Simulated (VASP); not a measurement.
Set up this calculation in VASP 6.6.1, as the native input.

| Property | Result |
| --- | --- |
| Task | single point |
| Functional | PBE |
| Potentials or basis | VASP PAW PBE potentials, release 64 (Zr_sv, Hf_pv, Se) |
| Cutoff | 520 eV |
| k mesh | 3 × 3 × 3 |
| Occupations | gaussian, width 0.1 eV |
| Spin | no spin polarisation |
| Dipole correction | no |
| Further INCAR settings | ALGO = Normal; EDIFF = 1e-06; NBANDS = 44 |

The structure of Hf2ZrSe6 lies in POSCAR:

```
Hf2ZrSe6
1.0
    3.2748862000      1.8907564000      6.9973253000
   -3.2748862000      1.8907564000      6.9973253000
    0.0000000000     -3.7815128000      6.9973253000
Zr Hf Se
1 2 6
Direct
    0.5000000000      0.5000000000      0.5000000000
    0.8333360000      0.8333360000      0.8333360000
    0.1666640000      0.1666640000      0.1666640000
    0.4248280000      0.0892500000      0.7603930000
    0.0892500000      0.7603930000      0.4248280000
    0.7603930000      0.4248280000      0.0892500000
    0.2396070000      0.5751720000      0.9107500000
    0.9107500000      0.2396070000      0.5751720000
    0.5751720000      0.9107500000      0.2396070000
```

The input as run:

INCAR

```
PREC = Accurate
ENCUT = 520
EDIFF = 1E-6
ISMEAR = 0
SIGMA = 0.1
LREAL = False
LASPH = True
NELM = 60
ALGO = Normal
ISIF = 2
LWAVE = False
LCHARG = False
GGA = PE
NBANDS = 44
```

KPOINTS

```
regular mesh
0
Gamma
  3 3 3
```

Potentials or basis: VASP PAW PBE potentials, release 64 (Zr_sv, Hf_pv, Se).

Launch:

```bash
$ cat potpaw_PBE.64/Zr_sv/POTCAR potpaw_PBE.64/Hf_pv/POTCAR potpaw_PBE.64/Se/POTCAR > POTCAR
$ mpirun -np 1 vasp_std > vasp.out
```

It gave:

```json
{
 "Pressure": "-0.1 GPa",
 "Largest force": "0.037 eV/Å",
 "Band gap on the k mesh": "0.65 eV (least direct gap 1.32 eV)"
}
```

Caveat: spin-orbit coupling is left out, which moves the levels of the heavy elements; an odd mesh through Γ misses points on the zone boundary, where band edges can lie.

Run time: 4.8 min on 1 thread of Intel Xeon 8259CL, on a shared host, peak memory 0.52 GiB.
